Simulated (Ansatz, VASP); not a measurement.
# NaH: VASP beside Ansatz

INCAR

```
ALGO = Normal
EDIFF = 1E-6
ENCUT = 520
GGA = PS
ISIF = 2
ISMEAR = -1
LASPH = True
LCHARG = False
LREAL = False
LWAVE = False
NBANDS = 11
NELM = 80
PREC = Accurate
SIGMA = 0.05
```

KPOINTS

```
k-points
0
Gamma
  6 6 6
```

POSCAR

```
NaH
1.0
   -0.0361300000      2.4271500000      2.4048100000
    2.4309700000     -0.0404200000      2.4091000000
    2.4051500000      2.4056100000     -0.0146000000
Na H
1 1
Direct
    0.0300589107      0.9766355747      0.0037172068
    0.4921200000      0.5144100000      0.5259600000
```

Input for Ansatz:

```yaml
crystal:
  lattice:
    - [-0.03613, 2.42715, 2.40481]
    - [2.43097, -0.04042, 2.4091]
    - [2.40515, 2.40561, -0.0146]
  atoms:
    - { symbol: Na, position: [0.030058910691606048, 0.9766355746537483, 0.003717206755198426] }
    - { symbol: H, position: [0.49212, 0.51441, 0.52596] }
basis:
  ecutwfc: 540.0
  xc_grid: 2
kpoints:
  mp_grid:
    grid: [6, 6, 6]
hamiltonian:
  xc: pbesol
scf:
  convergence:
    dr2_threshold: 1.0e-09
  occupations:
    method: fermi_dirac
    width: 0.05
output:
  forces: true
  stress: true
```

Alike in both runs: task single point; functional PBEsol; k mesh 6 × 6 × 6; occupations fermi-dirac, width 0.05 eV; no spin polarisation.

```csv
,VASP,Ansatz
version,VASP 6.6.1,Ansatz 0.2.0
potentials or method,"VASP PAW PBE potentials, release 64 (Na_pv, H), cutoff 520 eV","plane waves, PAW"
valence electrons in the cell,8,10
```

Ansatz gave:

| Quantity | Value |
| --- | --- |
| pressure (GPa) | -0.7 |
| traceless stress, the component that is largest in VASP (GPa) | 0.57 |
| rms of the force components (eV/Å) | 0.074 |

Problem. Estimate VASP's values.

Solution. Pressure (GPa): -0.8; traceless stress, the component that is largest in VASP (GPa): 0.57; rms of the force components (eV/Å): 0.075.

VASP's potentials were made for PBE, not for PBEsol. Atom by atom the forces differ by 0.001 eV/Å (rms over components). The functional is the same, so the differences come from potentials, cutoffs and numerics. VASP's potentials hold 8 valence electrons a cell and Ansatz's 10, so a difference there can come from the potentials and not from the codes. Ansatz's warnings: stress scf threshold loose.
